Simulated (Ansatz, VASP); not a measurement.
**Lu: VASP beside Ansatz**

```xyz
2
Lattice="3.4902 0.0000 0.0000 -1.7451 3.0226 0.0000 0.0000 0.0000 5.4328" Properties=species:S:1:pos:R:3 pbc="T T T"
Lu    0.0000    2.0151    1.3582
Lu    1.7451    1.0075    4.0746
```

Alike in both runs: task single point; functional BLYP; k mesh 17 × 17 × 10; occupations fermi-dirac, width 0.1 eV; no spin polarisation.

|  | VASP | Ansatz |
| --- | --- | --- |
| version | VASP 6.6.1 | Ansatz 0.2.0 |
| potentials or method | VASP PAW PBE potentials, release 64 (Lu), cutoff 520 eV | plane waves (420 eV) with PAW, scalar-relativistic |
| valence electrons in the cell | 50 | 50 |

|  | VASP | Ansatz | Ansatz less VASP |
| --- | --- | --- | --- |
| pressure (GPa) | 2.1 | 2.0 | -0.13 |

VASP's potentials were made for PBE, not for BLYP.

Spin-orbit coupling is off throughout.
